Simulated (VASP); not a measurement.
Write the native input for VASP 6.6.1 that does the following.

- Task: single point
- Functional: PBE
- Potentials or basis: VASP PAW PBE potentials, release 64 (Ir, C)
- Cutoff: 520 eV
- k mesh: 12 × 12 × 6
- Occupations: fermi-dirac, width 0.05 eV
- Spin: no spin polarisation
- Dipole correction: no
- Further INCAR settings: ALGO = Normal; EDIFF = 1e-07; NBANDS = 21

The structure of IrC (wurtzite type) lies in POSCAR:

```
IrC
1.0
    3.2340207501      0.0000000000      0.0000000000
   -1.6170103750      2.8007441259      0.0000000000
    0.0000000000      0.0000000000      5.4849048930
Ir C
2 2
Direct
    0.3333333333      0.6666666667      0.0038095988
    0.6666666667      0.3333333333      0.5038095988
    0.3333333333      0.6666666667      0.3721904012
    0.6666666667      0.3333333333      0.8721904012
```

These files were run (other wordings do the same):

INCAR

```
SYSTEM = IrC
  ALGO = Normal
  EDIFF = 1E-7
  ENCUT = 520
  GGA = PE
  ISIF = 2
  ISMEAR = -1
  LASPH = .TRUE.
  LCHARG = .FALSE.
  LREAL = .FALSE.
  LWAVE = .FALSE.
  NBANDS = 21
  NELM = 100
  PREC = Accurate
  SIGMA = 0.05
```

KPOINTS

```
k-points
0
G
  12 12 6
  0 0 0
```

Potentials or basis: VASP PAW PBE potentials, release 64 (Ir, C).

The run is started by

```sh
$ cat potpaw_PBE.64/Ir/POTCAR potpaw_PBE.64/C/POTCAR > POTCAR
$ mpirun -np 1 vasp_std > vasp.out
```

Results of the run:

The pressure is 1.9 GPa, the largest force is 0.010 eV/Å and the band gap on the k mesh is zero (band 13 reaches 10.13 eV, above the bottom of band 14 at 6.59 eV).

Caveat: spin-orbit coupling is left out, which moves the levels of the heavy elements.

Run time: 60 s on 1 thread of Intel(R) Xeon(R) Platinum 8259CL CPU @ 2.50GHz (Skylake/Cascade Lake), on a shared host, peak memory 0.21 GiB.
